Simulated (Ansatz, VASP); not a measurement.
**Mg in VASP and in Ansatz**

```
CELL_PARAMETERS angstrom
3.20930 0.00000 0.00000
-1.60465 2.77934 0.00000
0.00000 0.00000 5.21030
ATOMIC_POSITIONS crystal
Mg 0.33333 0.66667 0.25000
Mg 0.66667 0.33333 0.75000
```

Alike in both runs: task single point; functional PBEsol; k mesh 6 × 6 × 4; occupations gaussian, width 0.1 eV; no spin polarisation.

|  | VASP | Ansatz |
| --- | --- | --- |
| version | VASP 6.6.1 | Ansatz 0.2.0 |
| potentials or method | VASP PAW PBE potentials, release 64 (Mg), cutoff 600 eV | scalar-relativistic, plane waves, PAW |
| valence electrons in the cell | 4 | 20 |

```tsv
	VASP	Ansatz	Ansatz less VASP
gap on the k mesh at the Fermi level (eV)	none	none	-
pressure (GPa)	-1.1	-1.1	+0.06
traceless stress, the component that is largest in VASP (GPa)	0.08	0.07	-0.008
```

VASP's potentials were made for PBE, not for PBEsol. A gap of «none» marks a metal or a gap that the smearing closes. VASP's potentials hold 4 valence electrons a cell and Ansatz's 20, so a difference there can come from the potentials and not from the codes.

The k mesh is coarse, so the values compare programs but aren't converged.
